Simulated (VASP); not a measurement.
A run of VASP 6.6.1:

The input INCAR:

```
SYSTEM = LiCl
PREC = Accurate
ENCUT = 520
EDIFF = 1E-6
ISMEAR = 0
SIGMA = 0.05
LREAL = .FALSE.
LASPH = .TRUE.
NELM = 100
ALGO = Normal
ISIF = 2
LWAVE = .FALSE.
LCHARG = .TRUE.
GGA = CA
LELF = .TRUE.
LVHAR = .TRUE.
NBANDS = 12
```

The input KPOINTS:

```
Automatic mesh
0
G
  8 8 8
  0 0 0
```

File POSCAR:

```
LiCl
1.0
    0.0000000000      2.5006410000      2.5006410000
    2.5006410000      0.0000000000      2.5006410000
    2.5006410000      2.5006410000      0.0000000000
Li Cl
1 1
Direct
    0.0000000000      0.0000000000      0.0000000000
    0.5000000000      0.5000000000      0.5000000000
```

Potentials or basis: VASP PAW LDA potentials, release 64 (Li_sv, Cl).

Run with:

```sh
$ cat potpaw_LDA.64/Li_sv/POTCAR potpaw_LDA.64/Cl/POTCAR > POTCAR
$ mpirun -np 1 vasp_std > vasp.out
```

Hardware: 1 thread of AMD EPYC 7R13, on a shared host.

Problem. How long does it take, and how much memory?

Solution. Wall time 19 s on 1 thread of AMD EPYC 7R13 (shared host), peak memory 0.1 GiB. Counts: scf iterations 11, k points 29.
